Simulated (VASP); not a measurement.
# Lu (Fm-3m) in VASP: a series of runs, part 2 of 2

VASP 6.6.1. Earlier steps stand in the parts before.

## 3. Single point, revPBE (volume scaled by 1.12)

INCAR

```
PREC = Accurate
ENCUT = 520
EDIFF = 1E-6
ISMEAR = -1
SIGMA = 0.1
LREAL = F
LASPH = T
NELM = 100
ALGO = Normal
ISIF = 2
LWAVE = F
LCHARG = F
GGA = RE
NBANDS = 18
```

KPOINTS

```
Automatic mesh
0
Gamma
  12 12 12
```

POSCAR

```
Lu
1.0
    0.0000000000      2.5663448195      2.5663448195
    2.5663448195      0.0000000000      2.5663448195
    2.5663448195      2.5663448195      0.0000000000
Lu
1
Direct
    0.0000000000      0.0000000000      0.0000000000
```

Potentials or basis: VASP PAW PBE potentials, release 64 (Lu).

Started as:

```
cat potpaw_PBE.64/Lu/POTCAR > POTCAR
mpirun -np 1 vasp_std > vasp.out
```

Run time: 17 s. Hardware: 1 thread of Intel Xeon 6975P-C (Granite Rapids), shared host; peak memory 0.19 GiB.

The run converged. Its results:

```
Free energy : -4.1823 eV
Pressure    : -3.6 GPa
```

Levels at points of the mesh, in eV from the Fermi level:
```tsv
k point	band 10	band 11	band 12	band 13	band 14	band 15
(0.00, 0.00, 0.00)	-5.23	-5.23	-5.23	2.10	2.10	2.10
(0.50, 0.00, 0.00)	-5.25	-5.23	-2.36	-0.03	1.94	1.94
(0.50, 0.50, 0.00)	-5.26	-5.25	-1.67	-0.53	1.33	5.56
```

Caveat: the cell differs from its parent crystal (volume scaled by 1.12); the PAW data sets were made with another functional, which shifts forces and pressure a little; spin-orbit coupling is left out, which moves the levels of the heavy elements.

## 4. Relaxation of cell and atoms, revPBE

This run uses another cell than the first one, of 29.50 Å³/atom, 0.905 times its volume.

INCAR

```
SYSTEM = Lu
PREC = Accurate ; ENCUT = 600
EDIFF = 1E-7 ; ISMEAR = -1
SIGMA = 0.1 ; LREAL = .FALSE.
LASPH = .TRUE. ; NELM = 100
ALGO = Normal ; ISIF = 3
LWAVE = .FALSE. ; LCHARG = .FALSE.
GGA = RE ; IBRION = 2
NSW = 80 ; EDIFFG = -0.01
```

KPOINTS

```
regular mesh
0
G
  11 11 11
  0 0 0
```

POSCAR

```
Lu
1.0
    0.0000000000      2.4523337552      2.4523337552
    2.4523337552      0.0000000000      2.4523337552
    2.4523337552      2.4523337552      0.0000000000
Lu
1
Direct
    0.0000000000      0.0000000000      0.0000000000
```

Started as:

```
cat potpaw_PBE.64/Lu/POTCAR > POTCAR
mpirun -np 1 vasp_std > vasp.out
```

It took 43 s on 1 thread of Intel Xeon 6975P-C (Granite Rapids), shared host; peak memory 0.19 GiB.

The run converged. Its results:

```yaml
Free_energy: -4.2256 eV
Relaxed_volume: 30.29 Å³/atom
Relaxed_cell: a = 3.499 Å, b = 3.499 Å, c = 3.499 Å, α = 60.00°, β = 60.00°, γ = 60.00°
Space_group_after_relaxing_to_0.05_Å: Fm-3m (No. 225)
Energy_gained_by_relaxing: 2.6 meV/atom
Ionic_steps: 3
Pressure_after_relaxing: 0.0 GPa
```

The path:
| step | energy change (eV) | largest force (eV/Å) | pressure (GPa) | volume (Å³) |
| --- | --- | --- | --- | --- |
| 1 | 0.0000 | 0.0000 | 1.09 | 29.50 |
| 2 | -0.0026 | 0.0000 | -0.09 | 30.36 |
| 3 | -0.0026 | 0.0000 | -0.01 | 30.29 |

Final structure:
```
Lu
1.0
     0.00000    2.47403    2.47403
     2.47403    0.00000    2.47403
     2.47403    2.47403    0.00000
Lu
1
Direct
  0.00000 0.00000 0.00000
```

Levels at points of the mesh, in eV from the Fermi level:
```csv
k point,band 10,band 11,band 12,band 13,band 14,band 15
"(0.00, 0.00, 0.00)",-4.98,-4.98,-4.98,2.24,2.24,2.24
```

Caveat: the PAW data sets were made with another functional, which shifts forces and pressure a little; spin-orbit coupling is left out, which moves the levels of the heavy elements.

## 5. Single point, revPBE

This run uses another cell than the first one, of 30.18 Å³/atom, 0.926 times its volume.

INCAR

```
SYSTEM = Lu
PREC = Accurate ; ENCUT = 520
EDIFF = 1E-7 ; ISMEAR = -1
SIGMA = 0.1 ; LREAL = .False.
LASPH = .True. ; NELM = 80
ALGO = Normal ; ISIF = 2
LWAVE = .False. ; LCHARG = .False.
GGA = RE ; NBANDS = 18
```

KPOINTS

```
regular mesh
0
Gamma
  18 18 18
  0 0 0
```

POSCAR

```
Lu
1.0
    0.0000000000      2.4712062923      2.4712062923
    2.4712062923      0.0000000000      2.4712062923
    2.4712062923      2.4712062923      0.0000000000
Lu
1
Direct
    0.0000000000      0.0000000000      0.0000000000
```

Potentials or basis: VASP PAW PBE potentials, release 64 (Lu).

Started as:

```
cat potpaw_PBE.64/Lu/POTCAR > POTCAR
mpirun -np 1 vasp_std > vasp.out
```

OUTCAR:

```text
SYSTEM = Lu
   PREC = Accurate
   ENCUT = 520
   EDIFF = 1E-7
   ISMEAR = -1
   LREAL = .False.
   LASPH = .True.
   NELM = 80
   ISIF = 2
   GGA = RE

 ion  position               nearest neighbor table
   1  0.000  0.000  0.000-

  LATTYP: Found a face centered cubic cell.
 ALAT       =     4.9424125846

  Lattice vectors:

 A1 = (   0.0000000000,   2.4712062923,   2.4712062923)
 A2 = (   2.4712062923,   0.0000000000,   2.4712062923)
 A3 = (   2.4712062923,   2.4712062923,   0.0000000000)

Analysis of symmetry for initial positions (statically):
=====================================================================
 Subroutine PRICEL returns:
 Original cell was already a primitive cell.

 Routine SETGRP: Setting up the symmetry group for a
 face centered cubic supercell.

 Subroutine GETGRP returns: Found 48 space group operations
 (whereof 48 operations were pure point group operations)
 out of a pool of 48 trial point group operations.

The static configuration has the point symmetry O_h .

Analysis of symmetry for dynamics (positions and initial velocities):
[... 150 lines left out ...]
  ---------------------------------------------------
  ext. energy  EPLUGINS =         0.00000000
  ---------------------------------------------------
  free energy    TOTEN  =        -4.22477961 eV

  energy without entropy =       -4.17083101  energy(sigma->0) =       -4.19780531

 E-fermi :   2.2210     XC(G=0): -10.3831

 val. band max:        2.2180392188   @ k =   0.5000   0.1667   0.0556
 cond. band min:       2.2328142126   @ k =   0.4444   0.1667   0.0000
 fundamental gap:      0.0147749938
 Fermi energy:         2.2209887905

 k-point     1 :       0.0000    0.0000    0.0000
  band No.  band energies     occupation
      1     -54.1256      2.00000
      2     -24.5620      2.00000
      3     -24.5620      2.00000
      4     -24.5620      2.00000
      5      -3.7591      2.00000
      6      -2.8686      2.00000
[... 481 lines left out ...]
      5      -2.8482      2.00000
      6      -2.8246      2.00000
[... 10 lines left out ...]
     17       7.0280      0.00000
     18      12.2560      0.00000

 [... further k-points ...]
[... 5 lines left out ...]
  --------------------------------------------------------------------------------------
  -------------------------------------------------------------------------------------
  Total        0.0197704      0.0197704      0.0197704     -0.0000000     -0.0000000     -0.0000000
  in kB        1.0494671      1.0494671      1.0494671     -0.0000000     -0.0000000     -0.0000000
  external PRESSURE =       1.0494671 kB  Pullay stress =       0.0000000 kB

 VOLUME and BASIS-vectors are now :
 -----------------------------------------------------------------------------
  energy-cutoff  :      520.00
  volume of cell :       30.18
      direct lattice vectors                 reciprocal lattice vectors
     0.000000000  2.471206292  2.471206292    -0.202330336  0.202330336  0.202330336
     2.471206292  0.000000000  2.471206292     0.202330336 -0.202330336  0.202330336
     2.471206292  2.471206292  0.000000000     0.202330336  0.202330336 -0.202330336

 POSITION                                       TOTAL-FORCE (eV/Angst)
 -----------------------------------------------------------------------------------
      0.00000      0.00000      0.00000         0.000000      0.000000     -0.000000
 -----------------------------------------------------------------------------------
    total drift:                               -0.000000     -0.000000     -0.000000

  FREE ENERGIE OF THE ION-ELECTRON SYSTEM (eV)
  ---------------------------------------------------
  free  energy   TOTEN  =        -4.2247796058 eV

  energy  without entropy=       -4.1708310070  energy(sigma->0) =       -4.19780531
```

Wall time 48 s (1 thread of Intel Xeon 6975P-C (Granite Rapids), shared host); peak memory 0.25 GiB.

What came out:

| Item | Value |
| --- | --- |
| Free energy | -4.2248 eV |
| Pressure | 0.1 GPa |

Caveat: the PAW data sets were made with another functional, which shifts forces and pressure a little; spin-orbit coupling is left out, which moves the levels of the heavy elements.

## 6. The runs side by side

```csv
task,cell,k mesh,cutoff (eV),gap on the mesh (eV),pressure (GPa)
single point,"a = 3.586 Å, angles 60.0°, 1 atom",12 × 12 × 12,520,none,-2.5
single point,"a = 3.629 Å, angles 60.0°, 1 atom",12 × 12 × 12,520,none,-3.6
relaxation of cell and atoms,"relaxed from a = 3.468 Å, angles 60.0°, 1 atom",11 × 11 × 11,600,none,0.0
single point,"a = 3.495 Å, angles 60.0°, 1 atom",18 × 18 × 18,520,none,0.1
```

Alike in all rows: level revPBE; potentials or basis VASP PAW PBE potentials, release 64 (Lu); no spin polarisation; smearing fermi-dirac 0.1 eV.

Caveats: the PAW data sets were made with another functional, which shifts forces and pressure a little; spin-orbit coupling is left out, which moves the levels of the heavy elements.

Total energies depend on the potentials used, so only differences within one code and one set of settings carry meaning.
